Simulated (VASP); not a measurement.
The system is Sb3S2.

```
Sb S
1.0
     5.25225    0.00000    0.00000
     0.00000    5.25225    0.00000
     0.00000    0.00000    5.17830
Sb S
3 2
Direct
  0.50000 0.00000 0.50000
  0.00000 0.50000 0.50000
  0.00000 0.00000 0.50000
  0.50000 0.50000 0.23287
  0.50000 0.50000 0.76713
```

The cell was built from a structure type or drawn by symmetry, and may not be a known phase.

| Property | Result |
| --- | --- |
| Program | VASP 6.6.1 |
| Task | relaxation of cell and atoms |
| Functional | PBE |
| Potentials or basis | VASP PAW PBE potentials, release 64 (Sb, S) |
| Cutoff | 600 eV |
| k mesh | 4 × 4 × 4 |
| Occupations | gaussian, width 0.1 eV |
| Spin | no spin polarisation |

At the start: pressure 10.9 GPa; volume 28.57 Å³/atom.

**Question.** How do energy, volume and symmetry change on relaxing?

**Answer.** Over 12 steps the energy falls by 246.8 meV/atom and the volume is 31.58 Å³/atom (+10.5 %); space group P4/mmm (No. 123, to 0.1 Å) before and after.

Step by step:
```
step  energy change (eV)  largest force (eV/Å)  pressure (GPa)  volume (Å³)
   1              0.0000                0.1366           10.87       142.85
   2             -0.5447                0.0780           -5.55       185.28
   3             -1.0822                0.3605           -1.22       164.98
   4             -1.0823                0.3627           -1.07       164.53
   5             -1.1548                0.4218           -0.63       160.55
   6             -1.1790                0.4378           -0.14       157.20
   7             -1.1792                0.4363           -0.07       156.75
   8             -1.2014                0.3765            0.33       155.46
   9             -1.2161                0.1702            0.90       153.89
  10             -1.2297                0.0223            0.28       156.32
  11             -1.2306                0.0883            0.07       157.24
  12             -1.2339                0.0202            0.04       157.91
```

Final structure:
```xyz
5
Lattice="5.6559 0.0000 0.0000 0.0000 5.6559 0.0000 0.0000 0.0000 4.9366" Properties=species:S:1:pos:R:3 pbc="T T T"
Sb    2.8279    0.0000    2.4683
Sb    0.0000    2.8279    2.4683
Sb    0.0000    0.0000    2.4683
S     2.8279    2.8279    1.2750
S     2.8279    2.8279    3.6616
```
